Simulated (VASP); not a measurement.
Write the native input for VASP 6.6.1 that does the following.

```yaml
Task: single point
Functional: PBE
Potentials_or_basis: VASP PAW PBE potentials, release 64 (In_d, Ru_pv)
Cutoff: 500 eV
k_mesh: 8 × 4 × 4
Occupations: gaussian, width 0.2 eV
Spin: no spin polarisation
Dipole_correction: no
Further_INCAR_settings: ALGO = Normal; EDIFF = 1e-06; NBANDS = 50
```

The structure of InRu2 lies in POSCAR:

```
InRu2
1.0
    2.8229485169      0.0000000000      0.0000000000
    0.0000000000      5.6458970338      0.0000000000
    0.0000000000      0.0000000000      6.5141289413
In Ru
2 4
Direct
    0.0000000000      0.5000000000      1.0000000000
    0.0000000000      0.0000000000      0.0000000000
    0.5000000000      0.2500000000      0.3272643379
    0.5000000000      0.7500000000      0.3272643379
    0.5000000000      0.2500000000      0.6727356621
    0.5000000000      0.7500000000      0.6727356621
```

One way to write it, as run:

INCAR

```
  ALGO = Normal
  EDIFF = 1E-6
  ENCUT = 500
  GGA = PE
  GGA_COMPAT = False
  ISIF = 2
  ISMEAR = 0
  LASPH = True
  LCHARG = False
  LREAL = False
  LWAVE = False
  NBANDS = 50
  NELM = 120
  PREC = Accurate
  SIGMA = 0.2
```

KPOINTS

```
k-points
0
Gamma
  8 4 4
```

Potentials or basis: VASP PAW PBE potentials, release 64 (In_d, Ru_pv).

Launch:

```bash
$ cat potpaw_PBE.64/In_d/POTCAR potpaw_PBE.64/Ru_pv/POTCAR > POTCAR
$ mpirun -np 1 vasp_std > vasp.out
```

It gave:

```json
{
  "Pressure": "0.2 GPa",
  "Largest force": "0.238 eV/Å",
  "Band gap on the k mesh": "zero (bands 41 and 42 overlap by 1.28 eV)"
}
```

Caveat: spin-orbit coupling is left out, which moves the levels of the heavy elements.

Wall time 2.8 min on 1 thread of Intel(R) Xeon(R) Platinum 8259CL CPU @ 2.50GHz (Skylake/Cascade Lake), with other jobs on the host, peak memory 0.31 GiB.
